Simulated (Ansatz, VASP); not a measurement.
This is a calculation of MgB2 for Ansatz 0.2.0.

input.yaml

```yaml
crystal:
  lattice:
    - [3.2084, 0.0, 0.0]
    - [-1.6042, 2.7785559055, 0.0]
    - [0.0, 0.0, 3.523]
  atoms:
    - { symbol: Mg, position: [0.0, 0.0, 0.0] }
    - { symbol: B, position: [0.6666666667, 0.3333333333, 0.5] }
    - { symbol: B, position: [0.3333333333, 0.6666666667, 0.5] }
hamiltonian:
  xc: pbesol
  pseudopotentials: { kind: paw }
kpoints:
  mp_grid: { grid: [8, 8, 6] }
scf:
  occupations: { method: fermi_dirac, width: 0.05 }
output:
  forces: true
  stress: true
  eigenvalues: true
```

Potentials or basis: Ansatz PAW.

Command:

```console
$ ansatz run input.yaml --threads 2 --pin off --max-ram 5632MiB --backend cpu --events-out ev --progress --plain --runs-dir out
```

Problem. Translate it to VASP 6.6.1. Potentials there: VASP PAW PBE potentials, release 64 (Mg, B).

Solution. As run (the cutoff follows the program's own potentials):

INCAR

```
PREC = Accurate
ENCUT = 600
EDIFF = 1E-6
ISMEAR = -1
SIGMA = 0.05
LREAL = F
LASPH = T
NELM = 120
ALGO = Normal
ISIF = 2
LWAVE = F
LCHARG = T
GGA = PS
LELF = T
LVHAR = T
NBANDS = 11
GGA_COMPAT = F
```

The input KPOINTS:

```
Automatic mesh
0
Gamma
  8 8 6
```

Contents of POSCAR:

```
MgB2
1.0
    3.2084000000      0.0000000000      0.0000000000
   -1.6042000000      2.7785559055      0.0000000000
    0.0000000000      0.0000000000      3.5230000000
Mg B
1 2
Direct
    0.0000000000      0.0000000000      0.0000000000
    0.6666666667      0.3333333333      0.5000000000
    0.3333333333      0.6666666667      0.5000000000
```

Potentials or basis: VASP PAW PBE potentials, release 64 (Mg, B).

The run is started by

```console
$ cat potpaw_PBE.64/Mg/POTCAR potpaw_PBE.64/B/POTCAR > POTCAR
$ mpirun -np 1 vasp_std > vasp.out
```

Both were run:

|  | VASP | Ansatz | Ansatz less VASP |
| --- | --- | --- | --- |
| gap on the k mesh at the Fermi level (eV) | none | none | - |
| pressure (GPa) | -14.3 | -14.2 | +0.10 |
| traceless stress, the component that is largest in VASP (GPa) | 8.90 | 9.03 | +0.126 |

VASP's potentials were made for PBE, not for PBEsol. A gap of «none» marks a metal or a gap that the smearing closes. VASP's potentials hold 8 valence electrons a cell and Ansatz's 16, so a difference there can come from the potentials and not from the codes.
